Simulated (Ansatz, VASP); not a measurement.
**BaO: VASP beside Ansatz**

```
Ba O
1.0
     0.00000    2.77187    2.77187
     2.77187    0.00000    2.77187
     2.77187    2.77187    0.00000
Ba O
1 1
Direct
  0.00000 0.00000 0.00000
  0.50000 0.50000 0.50000
```

Alike in both runs: task single point; functional PBE; k mesh 2 × 2 × 2; no spin polarisation.

|  | VASP | Ansatz |
| --- | --- | --- |
| version | VASP 6.6.1 | Ansatz 0.2.0 |
| potentials or method | VASP PAW PBE potentials, release 64 (Ba_sv, O_h) | plane waves |
| plane-wave cutoff (eV) | 1340 | 420 |
| occupations | gaussian, width 0.01 eV | fixed |
| valence electrons in the cell | 16 | 16 |

Ansatz gave:

- gap on the k mesh at the Fermi level (eV): 1.95
- pressure (GPa): 0.9

Question: Which values does VASP return?

Answer: gap on the k mesh at the Fermi level (eV): 1.84; pressure (GPa): 2.8.

The k mesh is coarse, so the values compare programs but aren't converged. Spin-orbit coupling is off throughout.
